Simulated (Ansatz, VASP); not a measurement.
## LiF: VASP beside Ansatz

File INCAR:

```
SYSTEM = LiF
  PREC = Accurate
  ENCUT = 520
  EDIFF = 1E-6
  ISMEAR = -1
  SIGMA = 0.03
  LREAL = .False.
  LASPH = .True.
  NELM = 60
  ALGO = Normal
  ISIF = 2
  LWAVE = .False.
  LCHARG = .False.
  GGA = CA
  NBANDS = 12
```

KPOINTS

```
Automatic mesh
0
Gamma
  10 10 10
  0 0 0
```

File POSCAR:

```
LiF
1.0
    0.0201400000      2.0240700000      2.0240700000
    2.0240700000      0.0201400000      2.0240700000
    2.0240700000      2.0240700000      0.0201400000
Li F
1 1
Direct
    0.0000000000      0.0000000000      0.0000000000
    0.5000000000      0.5000000000      0.5000000000
```

Input for Ansatz:

```yaml
crystal:
  lattice:
    - [0.02014, 2.02407, 2.02407]
    - [2.02407, 0.02014, 2.02407]
    - [2.02407, 2.02407, 0.02014]
  atoms:
    - { symbol: Li, position: [0.0, 0.0, 0.0] }
    - { symbol: F, position: [0.5, 0.5, 0.5] }
kpoints:
  mp_grid: { grid: [10, 10, 10] }
  band_path:
    path:
      - [0.0, 0.0, 0.0]
      - [0.5, 0.5, 0.5]
      - [0.247543133, 0.5, 0.752456867]
      - [-0.247543133, 0.247543133, 0.5]
      - [0.0, 0.0, 0.5]
      - [0.0, 0.0, 0.0]
      - [-0.3737715665, 0.0, 0.3737715665]
      - [0.0, 0.3737715665, 0.6262284335]
      - [0.0, 0.5, 0.5]
    npoints: 5
scf:
  occupations: { method: fermi_dirac, width: 0.03 }
hamiltonian:
  xc: lda
  pseudopotentials: { kind: all_electron, lapw: { basis_error: 0.001 } }
output:
  forces: true
  stress: true
  eigenvalues: true
```

Change from the starting cell: equal xy, yz and zx shear strains of +1 %.

Alike in both runs: task single point; functional LDA; k mesh 10 × 10 × 10; occupations fermi-dirac, width 0.03 eV; no spin polarisation.

|  | VASP | Ansatz |
| --- | --- | --- |
| version | VASP 6.6.1 | Ansatz 0.2.0 |
| potentials or method | VASP PAW LDA potentials, release 64 (Li_sv, F), cutoff 520 eV | all-electron LAPW, scalar-relativistic |

|  | VASP | Ansatz | Ansatz less VASP |
| --- | --- | --- | --- |
| gap on the k mesh at the Fermi level (eV) | 8.81 | 8.79 | -0.015 |

LDA's correlation is that of Perdew and Zunger in VASP and of Perdew and Wang (1992) in Ansatz. Ansatz ran all-electron here, and VASP with PAW potentials.

Noted on VASP's run: the cutoff is short for stress, so the pressure is rough.
